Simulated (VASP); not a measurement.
# As (Pm-3m) in VASP: notebook

Runs on As. Level: PBE. Tasks: single point.

Everything below comes from runs of VASP 6.6.1. Logs are shortened: lines on timing, memory, paths and dates and some standing lists are left out, and cuts for length are marked.

## 1. The cell of the first run

The structure is cubic, space group Pm-3m (No. 221). The conventional cell has a = 2.704 Å, b = 2.704 Å, c = 2.704 Å, α = 90.00°, β = 90.00°, γ = 90.00°. Within 3.6 Å of As (site symmetry m-3m) lie 6 As at 2.70 Å.

## 2. Single point, PBE

File INCAR:

```
PREC     = Accurate       # precision mode
ENCUT    = 520            # plane-wave cutoff, eV
EDIFF    = 1E-7           # SCF threshold, eV
ISMEAR   = 0              # smearing method
SIGMA    = 0.019000000000000003 # smearing width, eV
LREAL    = False          # projectors in reciprocal space
LASPH    = True           # aspherical terms in the spheres
NELM     = 100            # most SCF steps
ALGO     = Normal         # electronic algorithm
ISIF     = 2              # what is computed and relaxed
LWAVE    = False          # write WAVECAR
LCHARG   = False          # write CHGCAR
GGA      = PE             # functional
NBANDS   = 8              # bands
```

File KPOINTS:

```
Automatic mesh
0
Gamma
  10 10 10
```

File POSCAR:

```
As
1.0
    2.7036817444      0.0000000000      0.0000000000
    0.0000000000      2.7036817444      0.0000000000
    0.0000000000      0.0000000000      2.7036817444
As
1
Direct
    0.5000000000      0.5000000000      0.5000000000
```

Potentials or basis: VASP PAW PBE potentials, release 64 (As).

Launch:

```sh
$ cat potpaw_PBE.64/As/POTCAR > POTCAR
$ mpirun -np 1 vasp_std > vasp.out
```

OUTCAR:

```text
PREC = Accurate
   ENCUT = 520
   EDIFF = 1E-7
   ISMEAR = 0
   LREAL = False
   LASPH = True
   NELM = 100
   ISIF = 2
   GGA = PE

 ion  position               nearest neighbor table
   1  0.500  0.500  0.500-

  LATTYP: Found a simple cubic cell.
 ALAT       =     2.7036817444

  Lattice vectors:

 A1 = (   2.7036817444,   0.0000000000,   0.0000000000)
 A2 = (   0.0000000000,   2.7036817444,   0.0000000000)
 A3 = (   0.0000000000,   0.0000000000,   2.7036817444)

Analysis of symmetry for initial positions (statically):
=====================================================================
 Subroutine PRICEL returns:
 Original cell was already a primitive cell.

 Routine SETGRP: Setting up the symmetry group for a
 simple cubic supercell.

 Subroutine GETGRP returns: Found 48 space group operations
 (whereof 48 operations were pure point group operations)
 out of a pool of 48 trial point group operations.

The static configuration has the point symmetry O_h .

Analysis of symmetry for dynamics (positions and initial velocities):
=====================================================================
 Subroutine PRICEL returns:
 Original cell was already a primitive cell.

 Routine SETGRP: Setting up the symmetry group for a
 simple cubic supercell.

 Subroutine GETGRP returns: Found 48 space group operations
 (whereof 48 operations were pure point group operations)
 out of a pool of 48 trial point group operations.

The dynamic configuration has the point symmetry O_h .

 Subroutine INISYM returns: Found 48 space group operations
 (whereof 48 operations are pure point group operations),
 and found     1 'primitive' translations

----------------------------------------------------------------------------------------

                                     Primitive cell

  volume of cell :      19.7636

  direct lattice vectors                    reciprocal lattice vectors
     2.703681744  0.000000000  0.000000000     0.369866018  0.000000000  0.000000000
     0.000000000  2.703681744  0.000000000     0.000000000  0.369866018  0.000000000
     0.000000000  0.000000000  2.703681744     0.000000000  0.000000000  0.369866018

  length of vectors
     2.703681744  2.703681744  2.703681744     0.369866018  0.369866018  0.369866018

  position of ions in fractional coordinates (direct lattice)
     0.500000000  0.500000000  0.500000000

  ion indices of the primitive-cell ions
   primitive index   ion index
                 1           1

----------------------------------------------------------------------------------------

 KPOINTS: Automatic mesh

Automatic generation of k-mesh.
 Grid dimensions read from file:
 generate k-points for:   10   10   10

 Generating k-lattice:

  Cartesian coordinates                     Fractional coordinates (reciprocal lattice)
     0.036986602  0.000000000  0.000000000     0.100000000  0.000000000  0.000000000
     0.000000000  0.036986602  0.000000000     0.000000000  0.100000000  0.000000000
     0.000000000  0.000000000  0.036986602     0.000000000  0.000000000  0.100000000

  Length of vectors
     0.036986602  0.036986602  0.036986602

  Shift w.r.t. Gamma in fractional coordinates (k-lattice)
     0.000000000  0.000000000  0.000000000

 Subroutine IBZKPT returns following result:
 ===========================================

 Found     56 irreducible k-points:

 Following reciprocal coordinates:
            Coordinates               Weight
  0.000000  0.000000  0.000000      1.000000
  0.100000  0.000000  0.000000      6.000000
  0.200000  0.000000  0.000000      6.000000
  0.300000  0.000000  0.000000      6.000000
  0.400000  0.000000  0.000000      6.000000
  0.500000  0.000000  0.000000      3.000000
[... 16 lines left out ...]
  0.200000  0.100000  0.100000     24.000000
  0.300000  0.100000  0.100000     24.000000
 [... further k-points ...]
   k-points           NKPTS =     56   k-points in BZ     NKDIM =     56   number of bands    NBANDS=      8
   number of dos      NEDOS =    301   number of ions     NIONS =      1
   total plane-waves  NPLWV =   8000
   dimension x,y,z NGX =    20 NGY =   20 NGZ =   20
   dimension x,y,z NGXF=    40 NGYF=   40 NGZF=   40
   ions per type =               1
   NGX,Y,Z   is equivalent  to a cutoff of  12.30, 12.30, 12.30 a.u.
   NGXF,Y,Z  is equivalent  to a cutoff of  24.60, 24.60, 24.60 a.u.
 SYSTEM =  unknown system
   PREC   = accura    normal or accurate (medium, high low for compatibility)
   ISTART =      0    job   : 0-new  1-cont  2-samecut
   ICHARG =      2    charge: 1-file 2-atom 10-const
   ISPIN  =      1    spin polarized calculation?
   LNONCOLLINEAR =      F non collinear calculations
   LSORBIT =      F    spin-orbit coupling
   LASPH  =      T    aspherical Exc in radial PAW
   ENCUT  =  520.0 eV  38.22 Ry    6.18 a.u.   5.03  5.03  5.03*2*pi/ulx,y,z
   NELM   =    100;   NELMIN=  2; NELMDL= -5     # of ELM steps
   EDIFF  = 0.1E-06   stopping-criterion for ELM
   LREAL  =      F    real-space projection
   EDIFFG = 0.1E-05   stopping-criterion for IOM
   NSW    =      0    number of steps for IOM
   IBRION =     -1    ionic relax: 0-MD 1-quasi-New 2-CG
   NFREE  =      0    steps in history (QN), initial steepest desc. (CG)
   ISIF   =      2    stress and relaxation
   ISYM   =      2    0-nonsym 1-usesym 2-fastsym
   POTIM  = 0.5000    time-step for ionic-motion
   TEBEG  =    0.0;   TEEND  =   0.0 temperature during run
   PSTRESS=    0.0 pullay stress
   NELECT =       5.0000    total number of electrons
   NUPDOWN=      -1.0000    fix difference up-down
   EMIN   =  10.00;   EMAX   =-10.00  energy-range for DOS
   EFERMI =   0.00;   METHOD = LEGACY
   ISMEAR =     0;   SIGMA  =   0.02  broadening in eV -4-tet -1-fermi 0-gaus
   EFERMI_NEDOS =   21; number of points for ismear=-14 and -15
   IALGO  =     38    algorithm
   IMIX   =      4    mixing-type and parameters
     AMIX     =   0.40;   BMIX     =  1.00
     AMIX_MAG =   1.60;   BMIX_MAG =  1.00
  volume/ion in A,a.u.               =      19.76       133.37
  Fermi-wavevector in a.u.,A,eV,Ry     =   1.035403  1.956627 14.586243  1.072059
  Thomas-Fermi vector in A             =   2.169744
   LORBIT       =      0    0 simple, 1 ext, 2 COOP (PROOUT), +10 PAW based schemes
   GGA     = PE    functional components
   LHFCALC =     F    Hartree Fock is set to
   AEXX    =    0.0000 exact exchange contribution
   IVDW    =     0    specifies the selected vdW correction
   LEPSILON=     F    determine dielectric tensor
   LRPA    =     F    only Hartree local field effects (RPA)
 non-spin polarized calculation
 Gauss-broadening in eV      SIGMA  =   0.02
  energy-cutoff  :      520.00
  volume of cell :       19.76
 maximum number of plane-waves:       554
   NGX = 11   NGY = 11   NGZ = 11

 number of electron       5.0000001 magnetization

 Free energy of the ion-electron system (eV)
  ---------------------------------------------------
  ext. energy  EPLUGINS =         0.00000000
  ---------------------------------------------------
  free energy    TOTEN  =        -4.56747806 eV

  energy without entropy =       -4.56738584  energy(sigma->0) =       -4.56743195

 E-fermi :   5.9207     XC(G=0): -10.4292

 val. band max:        5.9050766087   @ k =   0.3000   0.3000   0.3000
 cond. band min:       5.9394455073   @ k =   0.2000   0.2000   0.0000
 fundamental gap:      0.0343688985
 Fermi energy:         5.9207074390

 k-point     1 :       0.0000    0.0000    0.0000
  band No.  band energies     occupation
      1      -9.0399      2.00000
      2      10.0960      0.00000
      3      10.0960      0.00000
      4      10.0960      0.00000
      5      14.4358      0.00000
      6      14.4358      0.00000
      7      16.5018      0.00000
      8      30.8537      0.00000

 k-point     2 :       0.1000    0.0000    0.0000
  band No.  band energies     occupation
      1      -8.8559      2.00000
      2       8.0487      0.00000
      3      10.2579      0.00000
      4      10.2579      0.00000
      5      14.6003      0.00000
      6      15.6657      0.00000
      7      17.8050      0.00000
      8      28.5086      0.00000

 k-point     3 :       0.2000    0.0000    0.0000
  band No.  band energies     occupation
      1      -8.3139      2.00000
      2       4.9779      2.00000
      3      10.7204      0.00000
      4      10.7204      0.00000
      5      15.0814      0.00000
      6      16.4927      0.00000
      7      21.3709      0.00000
      8      25.6056      0.00000

 k-point     4 :       0.3000    0.0000    0.0000
  band No.  band energies     occupation
      1      -7.4596      2.00000
      2       2.1735      2.00000
      3      11.3966      0.00000
      4      11.3966      0.00000
      5      15.8275      0.00000
      6      17.4542      0.00000
      7      23.1334      0.00000
      8      23.1334      0.00000

 k-point     5 :       0.4000    0.0000    0.0000
  band No.  band energies     occupation
      1      -6.4575      2.00000
      2      -0.0295      2.00000
      3      12.0797      0.00000
      4      12.0797      0.00000
      5      16.6693      0.00000
      6      18.7374      0.00000
      7      21.3630      0.00000
      8      21.3630      0.00000
[... 177 lines left out ...]
 k-point    22 :       0.1000    0.1000    0.1000
  band No.  band energies     occupation
      1      -8.4878      2.00000
      2       8.2165      0.00000
      3       8.2165      0.00000
      4       8.7687      0.00000
      5      17.3240      0.00000
      6      17.3240      0.00000
      7      18.6143      0.00000
      8      26.2353      0.00000

 k-point    23 :       0.2000    0.1000    0.1000
  band No.  band energies     occupation
      1      -7.9459      2.00000
      2       5.3102      2.00000
      3       8.6893      0.00000
      4       9.1245      0.00000
      5      17.7842      0.00000
      6      18.4870      0.00000
      7      21.1557      0.00000
      8      23.1992      0.00000

 k-point    24 :       0.3000    0.1000    0.1000
  band No.  band energies     occupation
      1      -7.0913      2.00000
      2       2.5189      2.00000
      3       9.3903      0.00000
      4       9.8827      0.00000
      5      18.4682      0.00000
      6      18.4785      0.00000
      7      20.6551      0.00000
      8      21.4383      0.00000

 [... further k-points ...]

------------------------ aborting loop because EDIFF is reached ----------------------------------------

  FORCE on cell =-STRESS in cart. coord.  units (eV):
  Direction    XX          YY          ZZ          XY          YZ          ZX
  --------------------------------------------------------------------------------------
  -------------------------------------------------------------------------------------
  Total        0.3053930      0.3053930      0.3053930     -0.0000000     -0.0000000      0.0000000
  in kB       24.7572780     24.7572780     24.7572780     -0.0000000     -0.0000000      0.0000000
  external PRESSURE =      24.7572780 kB  Pullay stress =       0.0000000 kB

 VOLUME and BASIS-vectors are now :
 -----------------------------------------------------------------------------
  energy-cutoff  :      520.00
  volume of cell :       19.76
      direct lattice vectors                 reciprocal lattice vectors
     2.703681744  0.000000000  0.000000000     0.369866018  0.000000000  0.000000000
     0.000000000  2.703681744  0.000000000     0.000000000  0.369866018  0.000000000
     0.000000000  0.000000000  2.703681744     0.000000000  0.000000000  0.369866018

 POSITION                                       TOTAL-FORCE (eV/Angst)
 -----------------------------------------------------------------------------------
      1.35184      1.35184      1.35184         0.000000      0.000000      0.000000
 -----------------------------------------------------------------------------------
    total drift:                                0.000000     -0.000000      0.000000

  FREE ENERGIE OF THE ION-ELECTRON SYSTEM (eV)
  ---------------------------------------------------
  free  energy   TOTEN  =        -4.5674780602 eV

  energy  without entropy=       -4.5673858389  energy(sigma->0) =       -4.56743195
```

It took 5 s on 1 thread of Intel Xeon Platinum 8488C (Sapphire Rapids), shared host; peak memory 0.12 GiB.

What came out:

```
Free energy : -4.5675 eV
Pressure    : 2.5 GPa
```

Levels at points of the mesh, in eV from the Fermi level:
```tsv
k point	band 1	band 2	band 3	band 4	band 5	band 6	band 7
(0.00, 0.00, 0.00)	-14.96	4.18	4.18	4.18	8.52	8.52	10.58
(0.50, 0.00, 0.00)	-11.82	-6.92	6.47	6.47	11.19	14.15	14.77
(0.50, 0.50, 0.00)	-8.53	-4.25	-4.25	2.53	8.64	16.48	17.47
(0.50, 0.50, 0.50)	-4.90	-1.80	-1.80	-1.80	5.96	5.96	5.96
```

## 3. Single point, PBE

File INCAR:

```
PREC = Accurate
ENCUT = 520
EDIFF = 1E-6
ISMEAR = 0
SIGMA = 0.02
LREAL = False
LASPH = True
NELM = 100
ALGO = Normal
ISIF = 2
LWAVE = False
LCHARG = False
GGA = PE
NBANDS = 8
```

File KPOINTS:

```
regular mesh
0
Gamma
  10 10 10
```

POSCAR is that of step 2.

Potentials or basis: VASP PAW PBE potentials, release 64 (As).

Launch:

```sh
$ cat potpaw_PBE.64/As/POTCAR > POTCAR
$ mpirun -np 1 vasp_std > vasp.out
```

Run time: 5.1 s. Hardware: 1 thread of Intel Xeon Platinum 8488C (Sapphire Rapids), shared host; peak memory 0.12 GiB.

Results (log left out):

- Free energy: -4.5675 eV
- Pressure: 2.5 GPa

Levels at points of the mesh, in eV from the Fermi level:
```csv
k point,band 1,band 2,band 3,band 4,band 5,band 6,band 7
"(0.00, 0.00, 0.00)",-14.96,4.18,4.18,4.18,8.52,8.52,10.58
"(0.50, 0.00, 0.00)",-11.82,-6.92,6.47,6.47,11.19,14.15,14.77
"(0.50, 0.50, 0.00)",-8.53,-4.25,-4.25,2.53,8.64,16.48,17.47
"(0.50, 0.50, 0.50)",-4.90,-1.80,-1.80,-1.80,5.96,5.96,5.96
```
